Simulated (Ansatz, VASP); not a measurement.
CdSe: VASP beside Ansatz

```
Cd Se
1.0
     4.34072    0.00000    0.00000
    -2.17036    3.75918    0.00000
     0.00000    0.00000    7.07665
Cd Se
2 2
Cartesian
  0.0000 2.5061 -0.0034
  2.1704 1.2531 3.5350
  0.0000 2.5061 2.6571
  2.1704 1.2531 6.1954
```

Alike in both runs: task single point; functional PBE; k mesh 12 × 12 × 4; occupations fermi-dirac, width 0.02 eV; no spin polarisation.

|  | VASP | Ansatz |
| --- | --- | --- |
| version | VASP 6.6.1 | Ansatz 0.2.0 |
| potentials or method | VASP PAW PBE potentials, release 64 (Cd, Se) | plane waves, PAW |
| plane-wave cutoff (eV) | 520 | 420 |
| valence electrons in the cell | 36 | 72 |

```tsv
	VASP	Ansatz	Ansatz less VASP
pressure (GPa)	1.7	1.4	-0.28
```

VASP's potentials hold 36 valence electrons a cell and Ansatz's 72, so a difference there can come from the potentials and not from the codes.
